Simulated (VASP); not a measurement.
Pt:

```
Pt
1.0
     2.73591    0.00000    0.00000
    -1.36795    2.36936    0.00000
     0.00000    0.00000    4.74915
Pt
2
Direct
  0.66667 0.33333 0.75000
  0.33333 0.66667 0.25000
```

Base run:

* Program: VASP 6.6.1
* Functional: r2SCAN
* Potentials or basis: VASP PAW PBE potentials, release 64 (Pt)
* Cutoff: 520 eV
* k mesh: 10 × 10 × 5
* Occupations: fermi-dirac, width 0.1 eV
* Spin: no spin polarisation

Its results: band gap on the k mesh zero (band 10 reaches 11.14 eV, above the bottom of band 11 at 9.85 eV); pressure 1.2 GPa.

Problem. The run is repeated on the same cell with these changes: potentials or basis from VASP PAW PBE potentials, release 64 (Pt) to VASP PAW PBE potentials, release 64 (Pt_sv_GW); cutoff from 520 eV to 550 eV; further incar settings from ALGO = Normal; EDIFF = 1e-07; NBANDS = 17 to ALGO = Normal; EDIFF = 1e-06; NBANDS = 25; valence electrons from 20 to 36. What comes out?

Solution. Band gap on the k mesh zero (band 18 reaches 10.63 eV, above the bottom of band 19 at 9.33 eV); pressure -1.5 GPa.

Caveats: the PAW data sets were made with another functional, which shifts forces and pressure a little; spin-orbit coupling is left out, which moves the levels of the heavy elements.
